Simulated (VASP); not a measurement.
# Si (Amm2) in VASP: further runs

Runs on Si. Level: PBE. Tasks: single point.

Everything below comes from runs of VASP 6.6.1. Logs are shortened: lines on timing, memory, paths and dates and some standing lists are left out, and cuts for length are marked.

## 1. The cell of the first run

The structure is orthorhombic, space group Amm2 (No. 38). Conventional cell: a = 9.463 Å, b = 9.463 Å, c = 3.861 Å, α = 90.00°, β = 90.00°, γ = 90.00°. Within 3.0 Å of Si (site symmetry m) lie 4 Si at 2.29 to 2.42 Å. Si (site symmetry m) has 4 Si at 2.29 to 2.49 Å within 3.0 Å. Within 3.1 Å of Si (site symmetry m) lie 4 Si at 2.36 to 2.39 Å. Within 3.1 Å of Si (site symmetry m) lie 4 Si at 2.36 to 2.49 Å.

## 2. Single point, PBE (mode 4 frozen in at -0.426 Å and mode 7 at -0.157 Å (largest displacements))

The input, INCAR:

```
SYSTEM = Si
PREC = Accurate ; ENCUT = 520
EDIFF = 1E-6 ; ISMEAR = 0
SIGMA = 0.05 ; LREAL = .FALSE.
LASPH = .TRUE. ; NELM = 80
ALGO = Normal ; ISIF = 2
LWAVE = .FALSE. ; LCHARG = .FALSE.
GGA = PE ; NBANDS = 26
```

The input, KPOINTS:

```
regular mesh
0
G
  10 10 4
  0 0 0
```

The input, POSCAR:

```
Si
1.0
    0.0000000000      0.0000000000      3.8608359371
    3.3455832253     -3.3455832253     -1.9304179686
    6.6911664507      6.6911664507      0.0000000000
Si
8
Direct
   -0.0506127059      0.0000000000      0.1786105076
    0.4694903777      0.0000000000      0.6786105076
    0.4694903777      0.0000000000      0.3213894924
   -0.0506127059      0.0000000000      0.8213894924
    0.7516118576      0.6427789847      0.0000000000
    0.4722894553      0.6427789847      0.5000000000
    0.1088328729      0.3572210153      0.0000000000
    0.8295104706      0.3572210153      0.5000000000
```

Potentials or basis: VASP PAW PBE potentials, release 64 (Si).

Run with:

```bash
$ cat potpaw_PBE.64/Si/POTCAR > POTCAR
$ mpirun -np 1 vasp_std > vasp.out
```

OUTCAR:

```text
SYSTEM = Si
   PREC = Accurate
   ENCUT = 520
   EDIFF = 1E-6
   ISMEAR = 0
   LREAL = .FALSE.
   LASPH = .TRUE.
   NELM = 80
   ISIF = 2
   GGA = PE

 ion  position               nearest neighbor table
   1  0.949  0.000  0.179-   3 2.29   5 2.39   7 2.39   3 2.42
   2  0.469  0.000  0.679-   4 2.29   4 2.42   8 2.49   6 2.49
   3  0.469  0.000  0.321-   1 2.29   1 2.42   8 2.49   6 2.49
   4  0.949  0.000  0.821-   2 2.29   5 2.39   7 2.39   2 2.42
   5  0.752  0.643  0.000-   7 2.36   7 2.36   1 2.39   4 2.39
   6  0.472  0.643  0.500-   8 2.36   8 2.36   2 2.49   3 2.49
   7  0.109  0.357  0.000-   5 2.36   5 2.36   4 2.39   1 2.39
   8  0.830  0.357  0.500-   6 2.36   6 2.36   3 2.49   2 2.49

  LATTYP: Found a base centered orthorhombic cell.
 ALAT       =     3.8608359371
 B/A-ratio  =     2.4509558284
 C/A-ratio  =     2.4509558284

  Lattice vectors:

 A1 = (  -3.3455832253,   3.3455832253,   1.9304179686)
 A2 = (   3.3455832253,  -3.3455832253,   1.9304179685)
 A3 = (   6.6911664507,   6.6911664507,   0.0000000000)

Analysis of symmetry for initial positions (statically):
=====================================================================
 Subroutine PRICEL returns:
 Original cell was already a primitive cell.

 Routine SETGRP: Setting up the symmetry group for a
 base centered orthorhombic supercell.

 Subroutine GETGRP returns: Found  4 space group operations
 (whereof  4 operations were pure point group operations)
 out of a pool of  8 trial point group operations.

The static configuration has the point symmetry C_2v.

Analysis of symmetry for dynamics (positions and initial velocities):
=====================================================================
 Subroutine PRICEL returns:
 Original cell was already a primitive cell.

 Routine SETGRP: Setting up the symmetry group for a
 base centered orthorhombic supercell.

 Subroutine GETGRP returns: Found  4 space group operations
 (whereof  4 operations were pure point group operations)
 out of a pool of  8 trial point group operations.

The dynamic configuration has the point symmetry C_2v.

 Subroutine INISYM returns: Found  4 space group operations
 (whereof  4 operations are pure point group operations),
 and found     1 'primitive' translations

----------------------------------------------------------------------------------------

                                     Primitive cell

  volume of cell :     172.8562

  direct lattice vectors                    reciprocal lattice vectors
     0.000000000  0.000000000  3.860835937     0.074725387 -0.074725387  0.259011265
     3.345583225 -3.345583225 -1.930417969     0.149450773 -0.149450773  0.000000000
     6.691166451  6.691166451  0.000000000     0.074725387  0.074725387  0.000000000

  length of vectors
     3.860835937  5.110026200  9.462738343     0.279740241  0.211355310  0.105677655

  position of ions in fractional coordinates (direct lattice)
     0.949387294  0.000000000  0.178610508
     0.469490378  0.000000000  0.678610508
     0.469490378  0.000000000  0.321389492
     0.949387294  0.000000000  0.821389492
     0.751611858  0.642778985  0.000000000
     0.472289455  0.642778985  0.500000000
     0.108832873  0.357221015  0.000000000
     0.829510471  0.357221015  0.500000000

  ion indices of the primitive-cell ions
   primitive index   ion index
                 1           1
                 2           2
                 3           3
                 4           4
                 5           5
                 6           6
                 7           7
                 8           8

----------------------------------------------------------------------------------------

 KPOINTS: regular mesh

Automatic generation of k-mesh.
 Grid dimensions read from file:
 generate k-points for:   10   10    4

 Generating k-lattice:

  Cartesian coordinates                     Fractional coordinates (reciprocal lattice)
     0.007472539 -0.007472539  0.025901126     0.100000000 -0.000000000  0.000000000
     0.014945077 -0.014945077  0.000000000     0.000000000  0.100000000  0.000000000
     0.018681347  0.018681347  0.000000000     0.000000000  0.000000000  0.250000000

  Length of vectors
     0.027974024  0.021135531  0.026419414

  Shift w.r.t. Gamma in fractional coordinates (k-lattice)
     0.000000000  0.000000000  0.000000000

 Subroutine IBZKPT returns following result:
 ===========================================

 Found     93 irreducible k-points:

 Following reciprocal coordinates:
            Coordinates               Weight
  0.000000  0.000000  0.000000      1.000000
  0.100000  0.000000  0.000000      4.000000
  0.200000  0.000000  0.000000      4.000000
  0.300000  0.000000  0.000000      4.000000
  0.400000  0.000000  0.000000      4.000000
  0.500000  0.000000  0.000000      2.000000
[... 16 lines left out ...]
  0.000000  0.300000  0.000000      2.000000
  0.100000  0.300000  0.000000      4.000000
 [... further k-points ...]
   k-points           NKPTS =     93   k-points in BZ     NKDIM =     93   number of bands    NBANDS=     26
   number of dos      NEDOS =    301   number of ions     NIONS =      8
   total plane-waves  NPLWV =  84000
   dimension x,y,z NGX =    30 NGY =   40 NGZ =   70
   dimension x,y,z NGXF=    60 NGYF=   80 NGZF=  140
   ions per type =               8
   NGX,Y,Z   is equivalent  to a cutoff of  12.92, 13.01, 12.30 a.u.
   NGXF,Y,Z  is equivalent  to a cutoff of  25.84, 26.03, 24.60 a.u.
 SYSTEM =  Si
   PREC   = accura    normal or accurate (medium, high low for compatibility)
   ISTART =      0    job   : 0-new  1-cont  2-samecut
   ICHARG =      2    charge: 1-file 2-atom 10-const
   ISPIN  =      1    spin polarized calculation?
   LNONCOLLINEAR =      F non collinear calculations
   LSORBIT =      F    spin-orbit coupling
   LASPH  =      T    aspherical Exc in radial PAW
   ENCUT  =  520.0 eV  38.22 Ry    6.18 a.u.   7.18  9.50 17.59*2*pi/ulx,y,z
   NELM   =     80;   NELMIN=  2; NELMDL= -5     # of ELM steps
   EDIFF  = 0.1E-05   stopping-criterion for ELM
   LREAL  =      F    real-space projection
   EDIFFG = 0.1E-04   stopping-criterion for IOM
   NSW    =      0    number of steps for IOM
   IBRION =     -1    ionic relax: 0-MD 1-quasi-New 2-CG
   NFREE  =      0    steps in history (QN), initial steepest desc. (CG)
   ISIF   =      2    stress and relaxation
   ISYM   =      2    0-nonsym 1-usesym 2-fastsym
   POTIM  = 0.5000    time-step for ionic-motion
   TEBEG  =    0.0;   TEEND  =   0.0 temperature during run
   PSTRESS=    0.0 pullay stress
   NELECT =      32.0000    total number of electrons
   NUPDOWN=      -1.0000    fix difference up-down
   EMIN   =  10.00;   EMAX   =-10.00  energy-range for DOS
   EFERMI =   0.00;   METHOD = LEGACY
   ISMEAR =     0;   SIGMA  =   0.05  broadening in eV -4-tet -1-fermi 0-gaus
   EFERMI_NEDOS =   21; number of points for ismear=-14 and -15
   IALGO  =     38    algorithm
   IMIX   =      4    mixing-type and parameters
     AMIX     =   0.40;   BMIX     =  1.00
     AMIX_MAG =   1.60;   BMIX_MAG =  1.00
  volume/ion in A,a.u.               =      21.61       145.81
  Fermi-wavevector in a.u.,A,eV,Ry     =   0.933032  1.763175 11.844531  0.870548
  Thomas-Fermi vector in A             =   2.059691
   LORBIT       =      0    0 simple, 1 ext, 2 COOP (PROOUT), +10 PAW based schemes
   GGA     = PE    functional components
   LHFCALC =     F    Hartree Fock is set to
   AEXX    =    0.0000 exact exchange contribution
   IVDW    =     0    specifies the selected vdW correction
   LEPSILON=     F    determine dielectric tensor
   LRPA    =     F    only Hartree local field effects (RPA)
 non-spin polarized calculation
 Gauss-broadening in eV      SIGMA  =   0.05
  energy-cutoff  :      520.00
  volume of cell :      172.86
 maximum number of plane-waves:      4690
 NGX is ok and might be reduce to    30
   NGX = 15   NGY = 19   NGZ = 35

 number of electron      32.0000002 magnetization

 Free energy of the ion-electron system (eV)
  ---------------------------------------------------
  ext. energy  EPLUGINS =         0.00000000
  ---------------------------------------------------
  free energy    TOTEN  =       -41.70329834 eV

  energy without entropy =      -41.70251371  energy(sigma->0) =      -41.70290602

 E-fermi :   5.2856     XC(G=0):  -9.0758

 val. band max:        5.2796419974   @ k =   0.1000   0.3000   0.0000
 cond. band min:       5.3658701037   @ k =   0.0000   0.5000   0.2500
 fundamental gap:      0.0862281064
 Fermi energy:         5.2855712528

 k-point     1 :       0.0000    0.0000    0.0000
  band No.  band energies     occupation
      1      -6.6023      2.00000
      2      -5.5884      2.00000
      3      -4.7325      2.00000
      4      -2.5409      2.00000
      5      -0.1439      2.00000
      6      -0.1012      2.00000
[... 18 lines left out ...]
     25       8.3465      0.00000
     26       9.2644      0.00000

 k-point     2 :       0.1000    0.0000    0.0000
  band No.  band energies     occupation
      1      -6.5052      2.00000
      2      -5.4979      2.00000
      3      -4.6369      2.00000
      4      -2.5049      2.00000
      5      -0.3394      2.00000
      6      -0.0934      2.00000
[... 18 lines left out ...]
     25       8.5749      0.00000
     26       9.0138      0.00000

 k-point     3 :       0.2000    0.0000    0.0000
  band No.  band energies     occupation
      1      -6.2186      2.00000
      2      -5.2346      2.00000
      3      -4.3524      2.00000
      4      -2.3987      2.00000
      5      -0.9324      2.00000
      6      -0.2245      2.00000
[... 572 lines left out ...]
 k-point    23 :       0.0000    0.3000    0.0000
  band No.  band energies     occupation
      1      -6.1288      2.00000
      2      -5.0818      2.00000
      3      -4.5746      2.00000
      4      -3.8752      2.00000
      5      -2.5530      2.00000
      6       0.0047      2.00000
[... 18 lines left out ...]
     25       9.3589      0.00000
     26       9.5454      0.00000

 k-point    24 :       0.1000    0.3000    0.0000
  band No.  band energies     occupation
      1      -5.8915      2.00000
      2      -4.8334      2.00000
      3      -4.4485      2.00000
      4      -4.0853      2.00000
      5      -2.8985      2.00000
      6       0.0095      2.00000
[... 18 lines left out ...]
     25       9.4412      0.00000
     26       9.8456      0.00000

 [... further k-points ...]
[... 5 lines left out ...]
  --------------------------------------------------------------------------------------
  -------------------------------------------------------------------------------------
  Total       -1.5387323     -1.5387323     -1.6804591      0.3274836     -0.0000000      0.0000000
  in kB      -14.2622697    -14.2622697    -15.5759127      3.0353945     -0.0000000      0.0000000
  external PRESSURE =     -14.7001507 kB  Pullay stress =       0.0000000 kB

 VOLUME and BASIS-vectors are now :
 -----------------------------------------------------------------------------
  energy-cutoff  :      520.00
  volume of cell :      172.86
      direct lattice vectors                 reciprocal lattice vectors
     0.000000000  0.000000000  3.860835937     0.074725387 -0.074725387  0.259011265
     3.345583225 -3.345583225 -1.930417969     0.149450773 -0.149450773  0.000000000
     6.691166451  6.691166451  0.000000000     0.074725387  0.074725387  0.000000000

 POSITION                                       TOTAL-FORCE (eV/Angst)
 -----------------------------------------------------------------------------------
      1.19511      1.19511      3.66543        -0.145638     -0.145638      0.461764
      4.54070      4.54070      1.81263        -0.521793     -0.521793      0.409707
      2.15047      2.15047      1.81263         0.521793      0.521793      0.409707
      5.49605      5.49605      3.66543         0.145638      0.145638      0.461764
      2.15047     -2.15047      1.66102        -0.002395      0.002395      0.300919
      5.49605      1.19511      0.58260         0.499197     -0.499197     -1.172390
      1.19511     -1.19511     -0.26940         0.002395     -0.002395      0.300919
      4.54070      2.15047      2.51302        -0.499197      0.499197     -1.172390
 -----------------------------------------------------------------------------------
    total drift:                                0.000000     -0.000000     -0.000081

  FREE ENERGIE OF THE ION-ELECTRON SYSTEM (eV)
  ---------------------------------------------------
  free  energy   TOTEN  =       -41.7032983407 eV

  energy  without entropy=      -41.7025137067  energy(sigma->0) =      -41.70290602
```

It took 5.1 min on 1 thread of Intel Xeon 6975P-C, shared host; peak memory 0.45 GiB.

Results:

* Free energy: -41.7033 eV
* Pressure: -1.5 GPa
* Largest force: 1.369 eV/Å
* Band gap on the k mesh: zero (band 16 reaches 5.58 eV, above the bottom of band 17 at 5.01 eV)

Forces on the atoms (eV/Å):
```
Si  -0.146 -0.146  0.462
Si  -0.522 -0.522  0.410
Si   0.522  0.522  0.410
Si   0.146  0.146  0.462
Si  -0.002  0.002  0.301
Si   0.499 -0.499 -1.172
Si   0.002 -0.002  0.301
Si  -0.499  0.499 -1.172
```

Caveat: the cell differs from its parent crystal (mode 4 frozen in at -0.426 Å and mode 7 at -0.157 Å (largest displacements)); forces of over 1 eV/Å act on the atoms, so gaps and moduli don't describe the material at rest.

(Continued in part 2 of 3.)
